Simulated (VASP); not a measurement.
# LiBr (Fm-3m) in VASP: a series of runs

LiBr is run at these levels: PBEsol; tasks: single point.

All numbers are computed with VASP 6.6.1; they aren't measurements. Logs are shortened: lines on timing, memory, paths and dates and some standing lists are left out, and cuts for length are marked.

### Step 1. The cell of the first run

The structure is cubic, space group Fm-3m (No. 225). Conventional cell: a = 4.928 Å, b = 4.928 Å, c = 4.928 Å, α = 90.00°, β = 90.00°, γ = 90.00°. Within 3.3 Å of Li (site symmetry m-3m) lie 6 Br at 2.46 Å. Within 3.3 Å of Br (site symmetry m-3m) lie 6 Li at 2.46 Å.

### Step 2. Single point, PBEsol

INCAR

```
ALGO = Normal
EDIFF = 1E-6
ENCUT = 750
GGA = PS
GGA_COMPAT = False
ISIF = 2
ISMEAR = 0
LASPH = True
LCHARG = False
LREAL = False
LWAVE = False
NBANDS = 12
NELM = 120
PREC = Accurate
SIGMA = 0.01
```

KPOINTS

```
k-points
0
Gamma
  8 8 8
```

POSCAR

```
LiBr
1.0
    0.0000000000      2.4638126493      2.4638126493
    2.4638126493      0.0000000000      2.4638126493
    2.4638126493      2.4638126493      0.0000000000
Li Br
1 1
Direct
    0.0000000000      0.0000000000      0.0000000000
    0.5000000000      0.5000000000      0.5000000000
```

Potentials or basis: VASP PAW PBE potentials, release 64 (Li_sv, Br).

On the command line:

```bash
$ cat potpaw_PBE.64/Li_sv/POTCAR potpaw_PBE.64/Br/POTCAR > POTCAR
$ mpirun -np 1 vasp_std > vasp.out
```

OUTCAR:

```text
EDIFF = 1E-6
   ENCUT = 750
   GGA = PS
   ISIF = 2
   ISMEAR = 0
   LASPH = True
   LREAL = False
   NELM = 120
   PREC = Accurate

 ion  position               nearest neighbor table
   1  0.000  0.000  0.000-   2 2.46   2 2.46   2 2.46   2 2.46   2 2.46   2 2.46
   2  0.500  0.500  0.500-   1 2.46   1 2.46   1 2.46   1 2.46   1 2.46   1 2.46

  LATTYP: Found a face centered cubic cell.
 ALAT       =     4.9276252986

  Lattice vectors:

 A1 = (   0.0000000000,   2.4638126493,   2.4638126493)
 A2 = (   2.4638126493,   0.0000000000,   2.4638126493)
 A3 = (   2.4638126493,   2.4638126493,   0.0000000000)

Analysis of symmetry for initial positions (statically):
[... 5 lines left out ...]
 face centered cubic supercell.

 Subroutine GETGRP returns: Found 48 space group operations
 (whereof 48 operations were pure point group operations)
 out of a pool of 48 trial point group operations.

The static configuration has the point symmetry O_h .

Analysis of symmetry for dynamics (positions and initial velocities):
[... 5 lines left out ...]
 face centered cubic supercell.

 Subroutine GETGRP returns: Found 48 space group operations
 (whereof 48 operations were pure point group operations)
 out of a pool of 48 trial point group operations.

The dynamic configuration has the point symmetry O_h .

 Subroutine INISYM returns: Found 48 space group operations
 (whereof 48 operations are pure point group operations),
 and found     1 'primitive' translations

----------------------------------------------------------------------------------------

                                     Primitive cell

  volume of cell :      29.9125

  direct lattice vectors                    reciprocal lattice vectors
     0.000000000  2.463812649  2.463812649    -0.202937508  0.202937508  0.202937508
     2.463812649  0.000000000  2.463812649     0.202937508 -0.202937508  0.202937508
     2.463812649  2.463812649  0.000000000     0.202937508  0.202937508 -0.202937508

  length of vectors
     3.484357264  3.484357264  3.484357264     0.351498075  0.351498075  0.351498075

  position of ions in fractional coordinates (direct lattice)
     0.000000000  0.000000000  0.000000000
     0.500000000  0.500000000  0.500000000

  ion indices of the primitive-cell ions
   primitive index   ion index
                 1           1
                 2           2

----------------------------------------------------------------------------------------

 KPOINTS: k-points

Automatic generation of k-mesh.
 Grid dimensions read from file:
 generate k-points for:    8    8    8

 Generating k-lattice:

  Cartesian coordinates                     Fractional coordinates (reciprocal lattice)
    -0.025367189  0.025367189  0.025367189     0.125000000  0.000000000  0.000000000
     0.025367189 -0.025367189  0.025367189     0.000000000  0.125000000  0.000000000
     0.025367189  0.025367189 -0.025367189     0.000000000  0.000000000  0.125000000

  Length of vectors
     0.043937259  0.043937259  0.043937259

  Shift w.r.t. Gamma in fractional coordinates (k-lattice)
     0.000000000  0.000000000  0.000000000

 Subroutine IBZKPT returns following result:
 ===========================================

 Found     29 irreducible k-points:

 Following reciprocal coordinates:
            Coordinates               Weight
  0.000000  0.000000  0.000000      1.000000
  0.125000  0.000000  0.000000      8.000000
  0.250000  0.000000  0.000000      8.000000
  0.375000  0.000000  0.000000      8.000000
  0.500000  0.000000  0.000000      4.000000
  0.125000  0.125000  0.000000      6.000000
[... 16 lines left out ...]
  0.500000  0.250000  0.125000     48.000000
 -0.375000  0.250000  0.125000     24.000000
 [... further k-points ...]
   k-points           NKPTS =     29   k-points in BZ     NKDIM =     29   number of bands    NBANDS=     12
   number of dos      NEDOS =    301   number of ions     NIONS =      2
   total plane-waves  NPLWV =  32768
   dimension x,y,z NGX =    32 NGY =   32 NGZ =   32
   dimension x,y,z NGXF=    64 NGYF=   64 NGZF=   64
   ions per type =               1   1
   NGX,Y,Z   is equivalent  to a cutoff of  15.27, 15.27, 15.27 a.u.
   NGXF,Y,Z  is equivalent  to a cutoff of  30.54, 30.54, 30.54 a.u.
 SYSTEM =  unknown system
   PREC   = accura    normal or accurate (medium, high low for compatibility)
   ISTART =      0    job   : 0-new  1-cont  2-samecut
   ICHARG =      2    charge: 1-file 2-atom 10-const
   ISPIN  =      1    spin polarized calculation?
   LNONCOLLINEAR =      F non collinear calculations
   LSORBIT =      F    spin-orbit coupling
   LASPH  =      T    aspherical Exc in radial PAW
   ENCUT  =  750.0 eV  55.12 Ry    7.42 a.u.   7.78  7.78  7.78*2*pi/ulx,y,z
   NELM   =    120;   NELMIN=  2; NELMDL= -5     # of ELM steps
   EDIFF  = 0.1E-05   stopping-criterion for ELM
   LREAL  =      F    real-space projection
   EDIFFG = 0.1E-04   stopping-criterion for IOM
   NSW    =      0    number of steps for IOM
   IBRION =     -1    ionic relax: 0-MD 1-quasi-New 2-CG
   NFREE  =      0    steps in history (QN), initial steepest desc. (CG)
   ISIF   =      2    stress and relaxation
   ISYM   =      2    0-nonsym 1-usesym 2-fastsym
   POTIM  = 0.5000    time-step for ionic-motion
   TEBEG  =    0.0;   TEEND  =   0.0 temperature during run
   PSTRESS=    0.0 pullay stress
   NELECT =      10.0000    total number of electrons
   NUPDOWN=      -1.0000    fix difference up-down
   EMIN   =  10.00;   EMAX   =-10.00  energy-range for DOS
   EFERMI =   0.00;   METHOD = LEGACY
   ISMEAR =     0;   SIGMA  =   0.01  broadening in eV -4-tet -1-fermi 0-gaus
   EFERMI_NEDOS =   21; number of points for ismear=-14 and -15
   IALGO  =     38    algorithm
   IMIX   =      4    mixing-type and parameters
     AMIX     =   0.40;   BMIX     =  1.00
     AMIX_MAG =   1.60;   BMIX_MAG =  1.00
  volume/ion in A,a.u.               =      14.96       100.93
  Fermi-wavevector in a.u.,A,eV,Ry     =   1.136206  2.147118 17.564639  1.290965
  Thomas-Fermi vector in A             =   2.272911
   LORBIT       =      0    0 simple, 1 ext, 2 COOP (PROOUT), +10 PAW based schemes
   GGA     = PS    functional components
   LHFCALC =     F    Hartree Fock is set to
   AEXX    =    0.0000 exact exchange contribution
   IVDW    =     0    specifies the selected vdW correction
   LEPSILON=     F    determine dielectric tensor
   LRPA    =     F    only Hartree local field effects (RPA)
 non-spin polarized calculation
 Gauss-broadening in eV      SIGMA  =   0.01
  energy-cutoff  :      750.00
  volume of cell :       29.91
 maximum number of plane-waves:      1411
   NGX = 15   NGY = 15   NGZ = 15

 number of electron      10.0000000 magnetization

 Free energy of the ion-electron system (eV)
  ---------------------------------------------------
  ext. energy  EPLUGINS =         0.00000000
  ---------------------------------------------------
  free energy    TOTEN  =        -6.57992499 eV

  energy without entropy =       -6.57992499  energy(sigma->0) =       -6.57992499

 E-fermi :   3.1631     XC(G=0): -10.0264

 val. band max:        3.0812924934   @ k =  -0.1250   0.1250   0.0000
 cond. band min:       8.6386735292   @ k =   0.5000   0.0000   0.0000
 fundamental gap:      5.5573810357
 Fermi energy:         3.1630502601

 k-point     1 :       0.0000    0.0000    0.0000
  band No.  band energies     occupation
      1     -40.4354      2.00000
      2     -11.8891      2.00000
      3       3.0786      2.00000
      4       3.0786      2.00000
      5       3.0786      2.00000
      6       9.7520      0.00000
      7      13.5760      0.00000
      8      13.5760      0.00000
      9      13.5760      0.00000
     10      16.5717      0.00000
     11      16.5717      0.00000
     12      16.5717      0.00000

 k-point     2 :       0.1250    0.0000    0.0000
  band No.  band energies     occupation
      1     -40.4344      2.00000
      2     -11.7627      2.00000
      3       2.1552      2.00000
      4       2.9995      2.00000
      5       2.9995      2.00000
      6      10.1936      0.00000
      7      13.0432      0.00000
      8      13.6147      0.00000
      9      13.6147      0.00000
     10      14.9992      0.00000
     11      14.9992      0.00000
     12      16.9411      0.00000

 k-point     3 :       0.2500    0.0000    0.0000
  band No.  band energies     occupation
      1     -40.4320      2.00000
      2     -11.4296      2.00000
      3       0.4228      2.00000
      4       2.8261      2.00000
      5       2.8261      2.00000
      6       9.6962      0.00000
      7      12.3482      0.00000
      8      12.3482      0.00000
      9      14.3469      0.00000
     10      16.0405      0.00000
     11      16.0405      0.00000
     12      17.5498      0.00000

 k-point     4 :       0.3750    0.0000    0.0000
  band No.  band energies     occupation
      1     -40.4296      2.00000
      2     -11.0453      2.00000
      3      -1.0106      2.00000
      4       2.6741      2.00000
      5       2.6741      2.00000
      6       8.9249      0.00000
      7      11.3042      0.00000
      8      11.3042      0.00000
      9      16.7570      0.00000
     10      18.1903      0.00000
     11      18.3249      0.00000
     12      18.3249      0.00000

 k-point     5 :       0.5000    0.0000    0.0000
  band No.  band energies     occupation
      1     -40.4286      2.00000
      2     -10.8661      2.00000
      3      -1.5650      2.00000
      4       2.6165      2.00000
      5       2.6165      2.00000
      6       8.6387      0.00000
      7      10.9417      0.00000
      8      10.9417      0.00000
      9      18.3291      0.00000
     10      18.5717      0.00000
     11      20.4890      0.00000
     12      20.4890      0.00000

 k-point     6 :       0.1250    0.1250    0.0000
  band No.  band energies     occupation
      1     -40.4341      2.00000
      2     -11.7187      2.00000
      3       2.3069      2.00000
      4       2.7069      2.00000
      5       2.7069      2.00000
      6      10.7188      0.00000
      7      12.2791      0.00000
      8      13.2386      0.00000
      9      14.0582      0.00000
     10      14.0582      0.00000
     11      17.4940      0.00000
     12      17.5102      0.00000

 k-point     7 :       0.2500    0.1250    0.0000
  band No.  band energies     occupation
      1     -40.4321      2.00000
      2     -11.4484      2.00000
      3       0.9219      2.00000
      4       2.4022      2.00000
      5       2.5373      2.00000
      6      10.8678      0.00000
      7      11.7914      0.00000
      8      12.4225      0.00000
      9      13.7737      0.00000
     10      15.3628      0.00000
     11      17.2745      0.00000
     12      18.2156      0.00000

 k-point     8 :       0.3750    0.1250    0.0000
  band No.  band energies     occupation
      1     -40.4298      2.00000
      2     -11.0675      2.00000
      3      -0.5632      2.00000
      4       2.1855      2.00000
      5       2.2530      2.00000
      6      10.0318      0.00000
      7      11.1170      0.00000
      8      12.5717      0.00000
      9      14.0877      0.00000
     10      17.6246      0.00000
     11      19.0429      0.00000
     12      19.2094      0.00000
[... 166 lines left out ...]
 k-point    20 :      -0.3750    0.3750    0.0000
  band No.  band energies     occupation
      1     -40.4267      2.00000
      2     -10.4346      2.00000
      3      -1.1804      2.00000
      4      -0.0616      2.00000
      5       1.5353      2.00000
      6       9.6206      0.00000
      7      12.4122      0.00000
      8      14.3645      0.00000
      9      15.5896      0.00000
     10      17.0862      0.00000
     11      19.7904      0.00000
     12      22.0601      0.00000

 k-point    21 :       0.5000    0.5000    0.0000
  band No.  band energies     occupation
      1     -40.4265      2.00000
      2     -10.3738      2.00000
      3      -1.7689      2.00000
      4       1.0730      2.00000
      5       1.0730      2.00000
      6       9.2073      0.00000
      7       9.6656      0.00000
      8      17.7389      0.00000
      9      17.7617      0.00000
     10      17.7617      0.00000
     11      20.5723      0.00000
     12      22.6670      0.00000

 k-point    22 :       0.3750    0.2500    0.1250
  band No.  band energies     occupation
      1     -40.4302      2.00000
      2     -11.1452      2.00000
      3       0.1322      2.00000
      4       1.4123      2.00000
      5       2.4318      2.00000
      6      11.3232      0.00000
      7      11.4940      0.00000
      8      11.5404      0.00000
      9      14.7818      0.00000
     10      15.5084      0.00000
     11      19.2622      0.00000
     12      19.7101      0.00000

 k-point    23 :       0.5000    0.2500    0.1250
  band No.  band energies     occupation
      1     -40.4283      2.00000
      2     -10.8010      2.00000
      3      -0.7857      2.00000
      4       0.8333      2.00000
      5       2.1360      2.00000
      6      10.6922      0.00000
      7      11.2108      0.00000
      8      12.6480      0.00000
      9      14.6609      0.00000
     10      17.4916      0.00000
     11      20.1175      0.00000
     12      20.8489      0.00000

 k-point    24 :      -0.3750    0.2500    0.1250
  band No.  band energies     occupation
      1     -40.4275      2.00000
      2     -10.6429      2.00000
      3      -1.2051      2.00000
      4       0.6896      2.00000
      5       1.9751      2.00000
      6      10.4086      0.00000
      7      11.2013      0.00000
      8      12.9517      0.00000
      9      15.5725      0.00000
     10      17.8883      0.00000
     11      19.2133      0.00000
     12      21.7792      0.00000

 [... further k-points ...]
[... 5 lines left out ...]
  --------------------------------------------------------------------------------------
  -------------------------------------------------------------------------------------
  Total        2.8079815      2.8079815      2.8079815      0.0000000      0.0000000      0.0000000
  in kB      150.4013678    150.4013678    150.4013678      0.0000000      0.0000000      0.0000000
  external PRESSURE =     150.4013678 kB  Pullay stress =       0.0000000 kB

 VOLUME and BASIS-vectors are now :
 -----------------------------------------------------------------------------
  energy-cutoff  :      750.00
  volume of cell :       29.91
      direct lattice vectors                 reciprocal lattice vectors
     0.000000000  2.463812649  2.463812649    -0.202937508  0.202937508  0.202937508
     2.463812649  0.000000000  2.463812649     0.202937508 -0.202937508  0.202937508
     2.463812649  2.463812649  0.000000000     0.202937508  0.202937508 -0.202937508

 POSITION                                       TOTAL-FORCE (eV/Angst)
 -----------------------------------------------------------------------------------
      0.00000      0.00000      0.00000         0.000000     -0.000000     -0.000000
      2.46381      2.46381      2.46381        -0.000000      0.000000      0.000000
 -----------------------------------------------------------------------------------
    total drift:                                0.000000     -0.000000      0.000000

  FREE ENERGIE OF THE ION-ELECTRON SYSTEM (eV)
  ---------------------------------------------------
  free  energy   TOTEN  =        -6.5799249904 eV

  energy  without entropy=       -6.5799249904  energy(sigma->0) =       -6.57992499
```

Wall time 5.9 s (1 thread of Intel Xeon 6975P-C (Granite Rapids), shared host); peak memory 0.18 GiB.

Results:

- Free energy: -6.5799 eV
- Pressure: 15.0 GPa
- Band gap on the k mesh: 5.56 eV, indirect (least direct gap 6.02 eV)

Caveat: the PAW data sets were made with another functional, which shifts forces and pressure a little. A k mesh can miss the band edges.

### Step 3. Single point, PBEsol

This run uses another cell than the first one, of 15.96 Å³/atom, 1.067 times its volume.

INCAR

```
SYSTEM = LiBr
PREC = Accurate
ENCUT = 750
EDIFF = 1E-6
ISMEAR = 0
SIGMA = 0.01
LREAL = .FALSE.
LASPH = .TRUE.
NELM = 120
ALGO = Normal
ISIF = 2
LWAVE = .FALSE.
LCHARG = .FALSE.
GGA = PS
NBANDS = 12
GGA_COMPAT = .FALSE.
```

KPOINTS

```
Automatic mesh
0
G
  8 8 8
  0 0 0
```

POSCAR

```
LiBr
1.0
    0.0000000000      2.5176885214      2.5176885214
    2.5176885214      0.0000000000      2.5176885214
    2.5176885214      2.5176885214      0.0000000000
Li Br
1 1
Direct
    0.0000000000      0.0000000000      0.0000000000
    0.5000000000      0.5000000000      0.5000000000
```

Potentials or basis: VASP PAW PBE potentials, release 64 (Li_sv, Br).

On the command line:

```bash
$ cat potpaw_PBE.64/Li_sv/POTCAR potpaw_PBE.64/Br/POTCAR > POTCAR
$ mpirun -np 1 vasp_std > vasp.out
```

Run time: 6.5 s. Hardware: 1 thread of Intel Xeon 6975P-C (Granite Rapids), shared host; peak memory 0.18 GiB.

It converged, with:

```yaml
Free_energy: -6.7360 eV
Pressure: 10.0 GPa
Band_gap_on_the_k_mesh: 5.55 eV, indirect (least direct gap 5.96 eV)
```

Levels at points of the mesh, in eV from the valence-band top:
```
           k point  band 3  band 4  band 5  band 6  band 7  band 8
(0.00, 0.00, 0.00)    0.00    0.00    0.00    6.21   10.50   10.50
(0.50, 0.00, 0.00)   -4.25   -0.42   -0.42    5.55    7.93    7.93
(0.50, 0.50, 0.00)   -4.41   -1.80   -1.80    6.34    6.51   13.96
```

Caveat: the PAW data sets were made with another functional, which shifts forces and pressure a little. A k mesh can miss the band edges.

### Step 4. Single point, PBEsol

This run uses another cell than the first one, of 16.74 Å³/atom, 1.119 times its volume.

INCAR

```
PREC = Accurate ; ENCUT = 750
EDIFF = 1E-6 ; ISMEAR = 0
SIGMA = 0.01 ; LREAL = F
LASPH = T ; NELM = 120
ALGO = Normal ; ISIF = 2
LWAVE = F ; LCHARG = T
GGA = PS ; LELF = T
LVHAR = T ; NBANDS = 12
GGA_COMPAT = F
```

KPOINTS

```
regular mesh
0
Gamma
  8 8 8
```

POSCAR

```
LiBr
1.0
    0.0000000000      2.5581673077      2.5581673077
    2.5581673077      0.0000000000      2.5581673077
    2.5581673077      2.5581673077      0.0000000000
Li Br
1 1
Direct
    0.0000000000      0.0000000000      0.0000000000
    0.5000000000      0.5000000000      0.5000000000
```

On the command line:

```bash
$ cat potpaw_PBE.64/Li_sv/POTCAR potpaw_PBE.64/Br/POTCAR > POTCAR
$ mpirun -np 1 vasp_std > vasp.out
```

It took 6.8 s on 1 thread of Intel Xeon 6975P-C (Granite Rapids), shared host; peak memory 0.18 GiB.

Results (log left out):

| Property | Result |
| --- | --- |
| Free energy | -6.8191 eV |
| Pressure | 7.0 GPa |
| Band gap on the k mesh | 5.54 eV, indirect (least direct gap 5.90 eV) |

Levels at points of the mesh, in eV from the valence-band top:
```tsv
k point	band 2	band 3	band 4	band 5	band 6	band 7	band 8	band 9
(0.00, 0.00, 0.00)	-14.36	0.00	0.00	0.00	5.90	10.50	10.50	10.50
(0.50, 0.00, 0.00)	-13.55	-3.98	-0.39	-0.39	5.54	7.97	7.97	14.04
(0.50, 0.50, 0.00)	-13.19	-4.10	-1.67	-1.67	6.45	6.47	13.47	13.85
```

Caveat: the PAW data sets were made with another functional, which shifts forces and pressure a little. As with any semilocal functional, this PBEsol gap is likely too small.

[end of part 1 of 2]
